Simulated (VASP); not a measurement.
A run of VASP 6.6.1 is set up as follows.

File INCAR:

```
SYSTEM = Pb
ALGO = Normal
EDIFF = 1E-7
ENCUT = 520
GGA = PE
ISIF = 2
ISMEAR = 0
LASPH = .TRUE.
LCHARG = .TRUE.
LELF = .TRUE.
LREAL = .FALSE.
LVHAR = .TRUE.
LWAVE = .FALSE.
NBANDS = 13
NELM = 100
PREC = Accurate
SIGMA = 0.028000000000000004
```

The input KPOINTS:

```
k-points
0
G
  9 9 9
  0 0 0
```

POSCAR

```
Pb
1.0
    0.0000000000      2.4750200000      2.4750200000
    2.4750200000      0.0000000000      2.4750200000
    2.4750200000      2.4750200000      0.0000000000
Pb
1
Direct
    0.0000000000      0.0000000000      0.0000000000
```

Potentials or basis: VASP PAW PBE potentials, release 64 (Pb_d).

Run with:

```sh
$ cat potpaw_PBE.64/Pb_d/POTCAR > POTCAR
$ mpirun -np 1 vasp_std > vasp.out
```

(1) What does it give for the pressure?

(2) Estimate the band gap on the k mesh.

Answers

(1) 2.2 GPa.

(2) zero (bands 7 and 8 overlap by 8.96 eV).

Caveat: spin-orbit coupling is left out, which moves the levels of the heavy elements.
